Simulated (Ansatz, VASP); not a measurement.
**C in VASP and in Ansatz**

```xyz
2
Lattice="-2.1161 2.1161 1.1511 2.1161 -2.1161 1.1511 2.1161 2.1161 -1.1511" Properties=species:S:1:pos:R:3 pbc="T T T"
C     0.0000    2.1161    0.5755
C     0.0000    0.0000    0.0000
```

Alike in both runs: task single point; functional PBE; k mesh 20 × 20 × 20; occupations gaussian, width 0.1 eV; no spin polarisation.

|  | VASP | Ansatz |
| --- | --- | --- |
| version | VASP 6.6.1 | Ansatz 0.2.0 |
| potentials or method | VASP PAW PBE potentials, release 64 (C), cutoff 520 eV | scalar-relativistic, plane waves, PAW |
| valence electrons in the cell | 8 | 8 |

```csv
,VASP,Ansatz,Ansatz less VASP
gap on the k mesh at the Fermi level (eV),none,none,-
pressure (GPa),-47.3,-47.3,-0.01
"traceless stress, the component that is largest in VASP (GPa)",8.74,8.77,+0.024
```

A gap of «none» marks a metal or a gap that the smearing closes. Both programs put the cell under strong tension, so it lies far from rest at this level.

Noted on VASP's run: the cell as given lies far from equilibrium.
